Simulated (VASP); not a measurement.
# LiH in VASP: a series of runs

The runs below take LiH through single point, with PBE.

Everything below comes from runs of VASP 6.6.1. Logs are shortened: lines on timing, memory, paths and dates and some standing lists are left out, and cuts for length are marked.

### 1 The cell of the first run

The cell holds a sheet with vacuum, 2 atoms: a = 3.074 Å, b = 3.074 Å, c = 25.327 Å, α = 90.00°, β = 90.00°, γ = 120.00°.

The cell was built from a structure type or drawn by symmetry, and may not be a known phase.

### 2 Single point, PBE

Contents of INCAR:

```
ALGO = Normal
DIPOL = 0.5 0.5 0.296
EDIFF = 1E-6
ENCUT = 650
GGA = PE
GGA_COMPAT = False
IDIPOL = 3
ISIF = 2
ISMEAR = 0
LASPH = True
LCHARG = True
LDIPOL = True
LELF = True
LREAL = False
LVACPOTAV = True
LVHAR = True
LWAVE = False
NBANDS = 9
NELM = 120
NELMDL = -8
PREC = Accurate
SIGMA = 0.1
```

Contents of KPOINTS:

```
k-points
0
Gamma
  6 6 1
```

Contents of POSCAR:

```
LiH
1.0
    3.0740680692     -0.0000003414      0.0000000000
   -1.5370337390      2.6622212116      0.0000000000
    0.0000000000      0.0000000000     25.3271890000
Li H
1 1
Direct
    0.3333333333      0.6666666667      0.2961374634
    0.0000000000      0.0000000000      0.2961114435
```

Potentials or basis: VASP PAW PBE potentials, release 64 (Li_sv, H).

Started as:

```bash
cat potpaw_PBE.64/Li_sv/POTCAR potpaw_PBE.64/H/POTCAR > POTCAR
mpirun -np 1 vasp_std > vasp.out
```

OUTCAR:

```text
EDIFF = 1E-6
   ENCUT = 650
   GGA = PE
   ISIF = 2
   ISMEAR = 0
   LASPH = True
   LREAL = False
   NELM = 120
   NELMDL = -8
   PREC = Accurate

 ion  position               nearest neighbor table
   1  0.333  0.667  0.296-
   2  0.000  0.000  0.296-

  LATTYP: Found a hexagonal cell.
 ALAT       =     3.0740680692
 C/A-ratio  =     8.2389811904

  Lattice vectors:

 A1 = (   3.0740680692,  -0.0000003414,   0.0000000000)
 A2 = (  -1.5370337390,   2.6622212116,   0.0000000000)
 A3 = (   0.0000000000,   0.0000000000,  25.3271890000)

Analysis of symmetry for initial positions (statically):
=====================================================================
 Subroutine PRICEL returns:
 Original cell was already a primitive cell.

 Routine SETGRP: Setting up the symmetry group for a
 hexagonal supercell.

 Subroutine GETGRP returns: Found  6 space group operations
 (whereof  6 operations were pure point group operations)
 out of a pool of 24 trial point group operations.

The static configuration has the point symmetry C_3v.

Analysis of symmetry for dynamics (positions and initial velocities):
=====================================================================
 Subroutine PRICEL returns:
 Original cell was already a primitive cell.

 Routine SETGRP: Setting up the symmetry group for a
 hexagonal supercell.

 Subroutine GETGRP returns: Found  6 space group operations
 (whereof  6 operations were pure point group operations)
 out of a pool of 24 trial point group operations.

The dynamic configuration has the point symmetry C_3v.

 Subroutine INISYM returns: Found  6 space group operations
 (whereof  6 operations are pure point group operations),
 and found     1 'primitive' translations

----------------------------------------------------------------------------------------

                                     Primitive cell

  volume of cell :     207.2739

  direct lattice vectors                    reciprocal lattice vectors
     3.074068069 -0.000000341  0.000000000     0.325301861  0.187813069  0.000000000
    -1.537033739  2.662221212  0.000000000     0.000000042  0.375626210  0.000000000
     0.000000000  0.000000000 25.327189000     0.000000000  0.000000000  0.039483260

  length of vectors
     3.074068069  3.074068069 25.327189000     0.375626210  0.375626210  0.039483260

  position of ions in fractional coordinates (direct lattice)
     0.333333333  0.666666667  0.296137463
     0.000000000  0.000000000  0.296111444

  ion indices of the primitive-cell ions
   primitive index   ion index
                 1           1
                 2           2

----------------------------------------------------------------------------------------

 KPOINTS: k-points

Automatic generation of k-mesh.
 Grid dimensions read from file:
 generate k-points for:    6    6    1

 Generating k-lattice:

  Cartesian coordinates                     Fractional coordinates (reciprocal lattice)
     0.054216977  0.031302178  0.000000000     0.166666667  0.000000000  0.000000000
     0.000000007  0.062604368  0.000000000     0.000000000  0.166666667  0.000000000
     0.000000000  0.000000000  0.039483260     0.000000000  0.000000000  1.000000000

  Length of vectors
     0.062604368  0.062604368  0.039483260

  Shift w.r.t. Gamma in fractional coordinates (k-lattice)
     0.000000000  0.000000000  0.000000000

 Subroutine IBZKPT returns following result:
 ===========================================

 Found      7 irreducible k-points:

 Following reciprocal coordinates:
            Coordinates               Weight
  0.000000  0.000000  0.000000      1.000000
  0.166667 -0.000000  0.000000      6.000000
  0.333333 -0.000000  0.000000      6.000000
  0.500000 -0.000000  0.000000      3.000000
  0.166667  0.166667  0.000000      6.000000
  0.333333  0.166667  0.000000     12.000000
  0.333333  0.333333  0.000000      2.000000
   k-points           NKPTS =      7   k-points in BZ     NKDIM =      7   number of bands    NBANDS=      9
   number of dos      NEDOS =    301   number of ions     NIONS =      2
   total plane-waves  NPLWV = 169344
   dimension x,y,z NGX =    28 NGY =   28 NGZ =  216
   dimension x,y,z NGXF=    56 NGYF=   56 NGZF=  432
   ions per type =               1   1
   NGX,Y,Z   is equivalent  to a cutoff of  15.14, 15.14, 14.18 a.u.
   NGXF,Y,Z  is equivalent  to a cutoff of  30.28, 30.28, 28.36 a.u.
 SYSTEM =  unknown system
   PREC   = accura    normal or accurate (medium, high low for compatibility)
   ISTART =      0    job   : 0-new  1-cont  2-samecut
   ICHARG =      2    charge: 1-file 2-atom 10-const
   ISPIN  =      1    spin polarized calculation?
   LNONCOLLINEAR =      F non collinear calculations
   LSORBIT =      F    spin-orbit coupling
   LASPH  =      T    aspherical Exc in radial PAW
   ENCUT  =  650.0 eV  47.77 Ry    6.91 a.u.   6.39  6.39 52.65*2*pi/ulx,y,z
   NELM   =    120;   NELMIN=  2; NELMDL= -8     # of ELM steps
   EDIFF  = 0.1E-05   stopping-criterion for ELM
   LREAL  =      F    real-space projection
[... 7 lines left out ...]
   TEBEG  =    0.0;   TEEND  =   0.0 temperature during run
   PSTRESS=    0.0 pullay stress
   NELECT =       4.0000    total number of electrons
   NUPDOWN=      -1.0000    fix difference up-down
   EMIN   =  10.00;   EMAX   =-10.00  energy-range for DOS
   EFERMI =   0.00;   METHOD = LEGACY
   ISMEAR =     0;   SIGMA  =   0.10  broadening in eV -4-tet -1-fermi 0-gaus
   EFERMI_NEDOS =   21; number of points for ismear=-14 and -15
   IALGO  =     38    algorithm
   IMIX   =      4    mixing-type and parameters
     AMIX     =   0.40;   BMIX     =  1.00
     AMIX_MAG =   1.60;   BMIX_MAG =  1.00
  volume/ion in A,a.u.               =     103.64       699.38
  Fermi-wavevector in a.u.,A,eV,Ry     =   0.439117  0.829810  2.623523  0.192823
  Thomas-Fermi vector in A             =   1.413006
   LORBIT       =      0    0 simple, 1 ext, 2 COOP (PROOUT), +10 PAW based schemes
   GGA     = PE    functional components
   LHFCALC =     F    Hartree Fock is set to
   AEXX    =    0.0000 exact exchange contribution
   IVDW    =     0    specifies the selected vdW correction
   LEPSILON=     F    determine dielectric tensor
   LRPA    =     F    only Hartree local field effects (RPA)
 non-spin polarized calculation
 Gauss-broadening in eV      SIGMA  =   0.10
  energy-cutoff  :      650.00
  volume of cell :      207.27
 maximum number of plane-waves:      7855
 NGX is ok and might be reduce to    28
   NGX = 13   NGY = 13   NGZ =105

 dipolmoment           0.000000      0.000000      0.000070 electrons x Angstroem

 number of electron       4.0000001 magnetization

 dipolmoment           0.000000      0.000000     -0.000201 electrons x Angstroem

 Free energy of the ion-electron system (eV)
  ---------------------------------------------------
  ext. energy  EPLUGINS =         0.00000000
  ---------------------------------------------------
  free energy    TOTEN  =        -5.78939862 eV

  energy without entropy =       -5.78939862  energy(sigma->0) =       -5.78939862

 E-fermi :  -4.4260     XC(G=0):  -1.1776

 val. band max:       -4.9825203713   @ k =   0.3333   0.3333   0.0000
 cond. band min:      -1.5122561403   @ k =   0.0000   0.0000   0.0000
 fundamental gap:      3.4702642310
 Fermi energy:        -4.4260048238

 k-point     1 :       0.0000    0.0000    0.0000
  band No.  band energies     occupation
      1     -48.3925      2.00000
      2      -6.8741      2.00000
      3      -1.5123      0.00000
      4       0.0910      0.00000
      5       0.4923      0.00000
      6       0.5989      0.00000
      7       1.4614      0.00000
      8       1.4757      0.00000
      9       2.9228      0.00000

 k-point     2 :       0.1667   -0.0000    0.0000
  band No.  band energies     occupation
      1     -48.3891      2.00000
      2      -6.5863      2.00000
      3      -0.9272      0.00000
      4       0.6395      0.00000
      5       1.0687      0.00000
      6       1.1878      0.00000
      7       2.0138      0.00000
      8       2.0638      0.00000
      9       3.4334      0.00000

 k-point     3 :       0.3333   -0.0000    0.0000
  band No.  band energies     occupation
      1     -48.3822      2.00000
      2      -5.8529      2.00000
      3       0.8222      0.00000
      4       1.8371      0.00000
      5       2.7363      0.00000
      6       2.9537      0.00000
      7       3.2013      0.00000
      8       3.8251      0.00000
      9       4.0827      0.00000

 k-point     4 :       0.5000   -0.0000    0.0000
  band No.  band energies     occupation
      1     -48.3787      2.00000
      2      -5.3450      2.00000
      3       1.1667      0.00000
      4       3.3929      0.00000
      5       4.1153      0.00000
      6       5.1978      0.00000
      7       5.5612      0.00000
      8       5.7548      0.00000
      9       5.9361      0.00000

 k-point     5 :       0.1667    0.1667    0.0000
  band No.  band energies     occupation
      1     -48.3839      2.00000
      2      -6.0605      2.00000
      3       0.2406      0.00000
      4       1.6324      0.00000
      5       2.2060      0.00000
      6       2.3654      0.00000
      7       2.9902      0.00000
      8       3.2390      0.00000
      9       3.9478      0.00000

 k-point     6 :       0.3333    0.1667    0.0000
  band No.  band energies     occupation
      1     -48.3787      2.00000
      2      -5.3304      2.00000
      3       1.3329      0.00000
      4       2.5529      0.00000
      5       4.1482      0.00000
      6       4.5796      0.00000
      7       4.7131      0.00000
      8       5.2944      0.00000
      9       5.5466      0.00000

 k-point     7 :       0.3333    0.3333    0.0000
  band No.  band energies     occupation
      1     -48.3770      2.00000
      2      -4.9825      2.00000
      3       0.7778      0.00000
      4       4.3432      0.00000
      5       4.8741      0.00000
      6       5.5298      0.00000
      7       6.1441      0.00000
      8       7.0011      0.00000
      9       7.2686      0.00000

------------------------ aborting loop because EDIFF is reached ----------------------------------------

 vacuum level on the upper side and lower side of the slab       (xc-potential included)        -0.131        -0.121

  FORCE on cell =-STRESS in cart. coord.  units (eV):
  Direction    XX          YY          ZZ          XY          YZ          ZX
  --------------------------------------------------------------------------------------
  -------------------------------------------------------------------------------------
  Total        0.0053872      0.0053872     -0.0269154     -0.0000000     -0.0000000      0.0000000
  in kB        0.0416415      0.0416415     -0.2080500     -0.0000000     -0.0000000      0.0000000
  external PRESSURE =      -0.0415890 kB  Pullay stress =       0.0000000 kB

 VOLUME and BASIS-vectors are now :
 -----------------------------------------------------------------------------
  energy-cutoff  :      650.00
  volume of cell :      207.27
      direct lattice vectors                 reciprocal lattice vectors
     3.074068069 -0.000000341  0.000000000     0.325301861  0.187813069  0.000000000
    -1.537033739  2.662221212  0.000000000     0.000000042  0.375626210  0.000000000
     0.000000000  0.000000000 25.327189000     0.000000000  0.000000000  0.039483260

 POSITION                                       TOTAL-FORCE (eV/Angst)
 -----------------------------------------------------------------------------------
      0.00000      1.77481      7.50033        -0.000000      0.000000     -0.001160
      0.00000      0.00000      7.49967         0.000000      0.000000      0.001160
 -----------------------------------------------------------------------------------
    total drift:                                0.000001     -0.000000     -0.000012

  FREE ENERGIE OF THE ION-ELECTRON SYSTEM (eV)
  ---------------------------------------------------
  free  energy   TOTEN  =        -5.7893986196 eV

  energy  without entropy=       -5.7893986196  energy(sigma->0) =       -5.78939862

 vacuum level on the upper side and lower side of the slab         0.345         0.349
```

It took 47 s on 1 thread of Intel Xeon Platinum 8488C (Sapphire Rapids), shared host; peak memory 0.38 GiB.

What came out:

| Property | Result |
| --- | --- |
| Free energy | -5.7894 eV |
| Band gap on the k mesh | 3.47 eV (least direct gap 5.36 eV) |
| Ionisation potential of the upper face | 5.33 eV |

Levels at points of the mesh, in eV from the valence-band top:
| k point | band 1 | band 2 | band 3 | band 4 | band 5 | band 6 |
| --- | --- | --- | --- | --- | --- | --- |
| (0.00, 0.00, 0.00) | -43.41 | -1.89 | 3.47 | 5.07 | 5.47 | 5.58 |
| (0.50, 0.00, 0.00) | -43.40 | -0.36 | 6.15 | 8.38 | 9.10 | 10.18 |

### 3 Single point, PBE

This run uses another cell than the first one.

Contents of INCAR:

```
ALGO = Normal
DIPOL = 0.5 0.5 0.296
EDIFF = 1E-6
ENCUT = 650
GGA = PE
GGA_COMPAT = False
IDIPOL = 3
ISIF = 2
ISMEAR = 0
LASPH = True
LCHARG = False
LDIPOL = True
LREAL = False
LWAVE = False
NBANDS = 9
NELM = 120
NELMDL = -8
PREC = Accurate
SIGMA = 0.01
```

Contents of KPOINTS:

```
k-points
0
Gamma
  12 12 1
```

Contents of POSCAR:

```
LiH
1.0
    3.0782453296     -0.0000003418      0.0000000000
   -1.5391223688      2.6658388255      0.0000000000
    0.0000000000      0.0000000000     25.3271890000
Li H
1 1
Direct
    0.3333333333      0.6666666667      0.2961244534
    0.0000000000      0.0000000000      0.2961244534
```

Potentials or basis: VASP PAW PBE potentials, release 64 (Li_sv, H).

Started as:

```bash
cat potpaw_PBE.64/Li_sv/POTCAR potpaw_PBE.64/H/POTCAR > POTCAR
mpirun -np 1 vasp_std > vasp.out
```

Wall time 96 s (1 thread of Intel Xeon Platinum 8488C (Sapphire Rapids), shared host); peak memory 0.4 GiB.

Results (log left out):

- Free energy: -5.7894 eV
- Band gap on the k mesh: 3.47 eV (least direct gap 5.36 eV)

Levels at points of the mesh, in eV from the valence-band top:
```
           k point  band 1  band 2  band 3  band 4  band 5  band 6
(0.00, 0.00, 0.00)  -43.42   -1.89    3.47    5.07    5.48    5.58
(0.50, 0.00, 0.00)  -43.41   -0.36    6.14    8.36    9.09   10.17
```

(Part 1 of 2 ends here.)
